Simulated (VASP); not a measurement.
# AsAu (F-43m) in VASP: further runs, part 2 of 2

VASP 6.6.1.

## (5) Single point, PBEsol (volume scaled by 0.960)

INCAR reads:

```
PREC = Accurate ; ENCUT = 520
EDIFF = 1E-6 ; ISMEAR = 0
SIGMA = 0.05 ; LREAL = F
LASPH = T ; NELM = 80
ALGO = Normal ; ISIF = 2
LWAVE = F ; LCHARG = T
GGA = PS ; LELF = T
LVHAR = T ; NBANDS = 15
```

KPOINTS reads:

```
regular mesh
0
Gamma
  10 10 10
```

POSCAR reads:

```
AsAu
1.0
    0.0000000000      2.8296741802      2.8296741802
    2.8296741802      0.0000000000      2.8296741802
    2.8296741802      2.8296741802      0.0000000000
Au As
1 1
Direct
    0.0000000000      0.0000000000      0.0000000000
    0.2500000000      0.2500000000      0.2500000000
```

Launch:

```console
> cat potpaw_PBE.64/Au/POTCAR potpaw_PBE.64/As/POTCAR > POTCAR
> mpirun -np 1 vasp_std > vasp.out
```

Wall time 44 s (1 thread of Intel Xeon Platinum 8488C (Sapphire Rapids), shared host); peak memory 0.19 GiB.

It converged, with:

```yaml
Free_energy: -8.4424 eV
Pressure: 4.0 GPa
Band_gap_on_the_k_mesh: zero (band 8 reaches 8.07 eV, above the bottom of band 9 at 3.79 eV)
```

Levels at points of the mesh, in eV from the Fermi level:
| k point | band 6 | band 7 | band 8 | band 9 | band 10 | band 11 |
| --- | --- | --- | --- | --- | --- | --- |
| (0.00, 0.00, 0.00) | -4.60 | 2.00 | 3.06 | 3.06 | 3.06 | 6.55 |
| (0.50, 0.00, 0.00) | -4.49 | -4.06 | 1.12 | 1.12 | 3.31 | 7.75 |
| (0.50, 0.50, 0.00) | -4.16 | -3.71 | -1.22 | -1.22 | 4.34 | 4.74 |

Caveat: the PAW data sets were made with another functional, which shifts forces and pressure a little; spin-orbit coupling is left out, which moves the levels of the heavy elements.

## (6) Single point, PBEsol (volume scaled by 0.980)

INCAR reads:

```
  PREC = Accurate
  ENCUT = 520
  EDIFF = 1E-7
  ISMEAR = 0
  SIGMA = 0.05
  LREAL = False
  LASPH = True
  NELM = 100
  ALGO = Normal
  ISIF = 2
  LWAVE = False
  LCHARG = False
  GGA = PS
  NBANDS = 15
```

KPOINTS is that of step 5.

POSCAR reads:

```
AsAu
1.0
    0.0000000000      2.8491897912      2.8491897912
    2.8491897912      0.0000000000      2.8491897912
    2.8491897912      2.8491897912      0.0000000000
Au As
1 1
Direct
    0.0000000000      0.0000000000      0.0000000000
    0.2500000000      0.2500000000      0.2500000000
```

Potentials or basis: VASP PAW PBE potentials, release 64 (Au, As).

Launch:

```console
> cat potpaw_PBE.64/Au/POTCAR potpaw_PBE.64/As/POTCAR > POTCAR
> mpirun -np 1 vasp_std > vasp.out
```

OUTCAR:

```text
PREC = Accurate
   ENCUT = 520
   EDIFF = 1E-7
   ISMEAR = 0
   LREAL = False
   LASPH = True
   NELM = 100
   ISIF = 2
   GGA = PS

 ion  position               nearest neighbor table
   1  0.000  0.000  0.000-   2 2.47   2 2.47   2 2.47   2 2.47
   2  0.250  0.250  0.250-   1 2.47   1 2.47   1 2.47   1 2.47

  LATTYP: Found a face centered cubic cell.
 ALAT       =     5.6983795824

  Lattice vectors:

 A1 = (   0.0000000000,   2.8491897912,   2.8491897912)
 A2 = (   2.8491897912,   0.0000000000,   2.8491897912)
 A3 = (   2.8491897912,   2.8491897912,   0.0000000000)

Analysis of symmetry for initial positions (statically):
=====================================================================
 Subroutine PRICEL returns:
 Original cell was already a primitive cell.

 Routine SETGRP: Setting up the symmetry group for a
 face centered cubic supercell.

 Subroutine GETGRP returns: Found 24 space group operations
 (whereof 24 operations were pure point group operations)
 out of a pool of 48 trial point group operations.

The static configuration has the point symmetry T_d .

Analysis of symmetry for dynamics (positions and initial velocities):
=====================================================================
 Subroutine PRICEL returns:
 Original cell was already a primitive cell.

 Routine SETGRP: Setting up the symmetry group for a
 face centered cubic supercell.

 Subroutine GETGRP returns: Found 24 space group operations
 (whereof 24 operations were pure point group operations)
 out of a pool of 48 trial point group operations.

The dynamic configuration has the point symmetry T_d .

 Subroutine INISYM returns: Found 24 space group operations
 (whereof 24 operations are pure point group operations),
 and found     1 'primitive' translations

----------------------------------------------------------------------------------------

                                     Primitive cell

  volume of cell :      46.2588

  direct lattice vectors                    reciprocal lattice vectors
     0.000000000  2.849189791  2.849189791    -0.175488485  0.175488485  0.175488485
     2.849189791  0.000000000  2.849189791     0.175488485 -0.175488485  0.175488485
     2.849189791  2.849189791  0.000000000     0.175488485  0.175488485 -0.175488485

  length of vectors
     4.029362844  4.029362844  4.029362844     0.303954972  0.303954972  0.303954972

  position of ions in fractional coordinates (direct lattice)
     0.000000000  0.000000000  0.000000000
     0.250000000  0.250000000  0.250000000

  ion indices of the primitive-cell ions
   primitive index   ion index
                 1           1
                 2           2

----------------------------------------------------------------------------------------

 KPOINTS: regular mesh

Automatic generation of k-mesh.
 Grid dimensions read from file:
 generate k-points for:   10   10   10

 Generating k-lattice:

  Cartesian coordinates                     Fractional coordinates (reciprocal lattice)
    -0.017548849  0.017548849  0.017548849     0.100000000  0.000000000  0.000000000
     0.017548849 -0.017548849  0.017548849     0.000000000  0.100000000  0.000000000
     0.017548849  0.017548849 -0.017548849     0.000000000  0.000000000  0.100000000
[... 40 lines left out ...]
   number of dos      NEDOS =    301   number of ions     NIONS =      2
   total plane-waves  NPLWV =  27000
   dimension x,y,z NGX =    30 NGY =   30 NGZ =   30
   dimension x,y,z NGXF=    60 NGYF=   60 NGZF=   60
   ions per type =               1   1
   NGX,Y,Z   is equivalent  to a cutoff of  12.38, 12.38, 12.38 a.u.
   NGXF,Y,Z  is equivalent  to a cutoff of  24.76, 24.76, 24.76 a.u.
 SYSTEM =  unknown system
   PREC   = accura    normal or accurate (medium, high low for compatibility)
   ISTART =      0    job   : 0-new  1-cont  2-samecut
   ICHARG =      2    charge: 1-file 2-atom 10-const
   ISPIN  =      1    spin polarized calculation?
   LNONCOLLINEAR =      F non collinear calculations
   LSORBIT =      F    spin-orbit coupling
   LASPH  =      T    aspherical Exc in radial PAW
   ENCUT  =  520.0 eV  38.22 Ry    6.18 a.u.   7.49  7.49  7.49*2*pi/ulx,y,z
   NELM   =    100;   NELMIN=  2; NELMDL= -5     # of ELM steps
   EDIFF  = 0.1E-06   stopping-criterion for ELM
   LREAL  =      F    real-space projection
   EDIFFG = 0.1E-05   stopping-criterion for IOM
   NSW    =      0    number of steps for IOM
   IBRION =     -1    ionic relax: 0-MD 1-quasi-New 2-CG
   NFREE  =      0    steps in history (QN), initial steepest desc. (CG)
   ISIF   =      2    stress and relaxation
   ISYM   =      2    0-nonsym 1-usesym 2-fastsym
   POTIM  = 0.5000    time-step for ionic-motion
   TEBEG  =    0.0;   TEEND  =   0.0 temperature during run
   PSTRESS=    0.0 pullay stress
   NELECT =      16.0000    total number of electrons
   NUPDOWN=      -1.0000    fix difference up-down
   EMIN   =  10.00;   EMAX   =-10.00  energy-range for DOS
   EFERMI =   0.00;   METHOD = LEGACY
   ISMEAR =     0;   SIGMA  =   0.05  broadening in eV -4-tet -1-fermi 0-gaus
   EFERMI_NEDOS =   21; number of points for ismear=-14 and -15
   IALGO  =     38    algorithm
   IMIX   =      4    mixing-type and parameters
     AMIX     =   0.40;   BMIX     =  1.00
     AMIX_MAG =   1.60;   BMIX_MAG =  1.00
  volume/ion in A,a.u.               =      23.13       156.08
  Fermi-wavevector in a.u.,A,eV,Ry     =   1.149168  2.171612 17.967672  1.320587
  Thomas-Fermi vector in A             =   2.285839
   LORBIT       =      0    0 simple, 1 ext, 2 COOP (PROOUT), +10 PAW based schemes
   GGA     = PS    functional components
   LHFCALC =     F    Hartree Fock is set to
   AEXX    =    0.0000 exact exchange contribution
   IVDW    =     0    specifies the selected vdW correction
   LEPSILON=     F    determine dielectric tensor
   LRPA    =     F    only Hartree local field effects (RPA)
 non-spin polarized calculation
 Gauss-broadening in eV      SIGMA  =   0.05
  energy-cutoff  :      520.00
  volume of cell :       46.26
 maximum number of plane-waves:      1266
 NGX is ok and might be reduce to    30
   NGX = 15   NGY = 15   NGZ = 15

 number of electron      16.0000001 magnetization

 Free energy of the ion-electron system (eV)
  ---------------------------------------------------
  ext. energy  EPLUGINS =         0.00000000
  ---------------------------------------------------
  free energy    TOTEN  =        -8.45980053 eV

  energy without entropy =       -8.45759124  energy(sigma->0) =       -8.45869589

 E-fermi :   4.7749     XC(G=0): -10.2277

 val. band max:        4.6961140915   @ k =  -0.4000   0.3000   0.0000
 cond. band min:       4.7793484778   @ k =   0.5000   0.3000   0.1000
 fundamental gap:      0.0832343863
 Fermi energy:         4.7748769463

 k-point     1 :       0.0000    0.0000    0.0000
  band No.  band energies     occupation
      1      -7.7485      2.00000
      2      -1.1928      2.00000
      3      -1.1928      2.00000
      4      -1.1928      2.00000
      5       0.2633      2.00000
      6       0.2633      2.00000
      7       6.6794      0.00000
      8       7.7412      0.00000
      9       7.7412      0.00000
     10       7.7412      0.00000
     11      11.2942      0.00000
     12      11.2942      0.00000
     13      11.2942      0.00000
     14      14.7763      0.00000
[... 401 lines left out ...]
      2      -1.5578      2.00000
      3      -0.5232      2.00000
      4      -0.5126      2.00000
      5       0.1698      2.00000
      6       0.4586      2.00000
      7       2.5393      2.00000
      8       4.2129      2.00000
      9       4.4206      2.00000
     10       9.2595      0.00000
     11      10.0532      0.00000
     12      13.9514      0.00000
     13      15.0701      0.00000
     14      16.1819      0.00000
     15      17.8731      0.00000

 [... further k-points ...]

------------------------ aborting loop because EDIFF is reached ----------------------------------------

  FORCE on cell =-STRESS in cart. coord.  units (eV):
  Direction    XX          YY          ZZ          XY          YZ          ZX
  --------------------------------------------------------------------------------------
  -------------------------------------------------------------------------------------
  Total        0.5372632      0.5372632      0.5372632      0.0000000      0.0000000     -0.0000000
  in kB       18.6081645     18.6081645     18.6081645      0.0000000      0.0000000     -0.0000000
  external PRESSURE =      18.6081645 kB  Pullay stress =       0.0000000 kB

 VOLUME and BASIS-vectors are now :
 -----------------------------------------------------------------------------
  energy-cutoff  :      520.00
  volume of cell :       46.26
      direct lattice vectors                 reciprocal lattice vectors
     0.000000000  2.849189791  2.849189791    -0.175488485  0.175488485  0.175488485
     2.849189791  0.000000000  2.849189791     0.175488485 -0.175488485  0.175488485
     2.849189791  2.849189791  0.000000000     0.175488485  0.175488485 -0.175488485

 POSITION                                       TOTAL-FORCE (eV/Angst)
 -----------------------------------------------------------------------------------
      0.00000      0.00000      0.00000         0.000000      0.000000      0.000000
      1.42459      1.42459      1.42459        -0.000000     -0.000000     -0.000000
 -----------------------------------------------------------------------------------
    total drift:                                0.000000      0.000000      0.000000

  FREE ENERGIE OF THE ION-ELECTRON SYSTEM (eV)
  ---------------------------------------------------
  free  energy   TOTEN  =        -8.4598005282 eV

  energy  without entropy=       -8.4575912449  energy(sigma->0) =       -8.45869589
```

It took 42 s on 1 thread of Intel Xeon Platinum 8488C (Sapphire Rapids), shared host; peak memory 0.19 GiB.

Results:

* Free energy: -8.4598 eV
* Pressure: 1.9 GPa
* Band gap on the k mesh: zero (band 8 reaches 7.74 eV, above the bottom of band 9 at 3.60 eV)

Caveat: the PAW data sets were made with another functional, which shifts forces and pressure a little; spin-orbit coupling is left out, which moves the levels of the heavy elements.

## (7) Summary

```tsv
cell	gap on the mesh (eV)	pressure (GPa)
a = 3.647 Å, angles 60.0°, 2 atoms	none	62.8
a = 3.787 Å, angles 60.0°, 2 atoms	none	30.6
a = 3.933 Å, angles 60.0°, 2 atoms	none	10.3
a = 4.002 Å, angles 60.0°, 2 atoms	none	4.0
a = 4.029 Å, angles 60.0°, 2 atoms	none	1.9
```

Alike in all rows: task single point; level PBEsol; potentials or basis VASP PAW PBE potentials, release 64 (Au, As); no spin polarisation; k mesh 10 × 10 × 10; cutoff (eV) 520; smearing gaussian 0.05 eV.

Caveats: the PAW data sets were made with another functional, which shifts forces and pressure a little; spin-orbit coupling is left out, which moves the levels of the heavy elements.

Absolute energies hang on the potentials; compare differences alone.
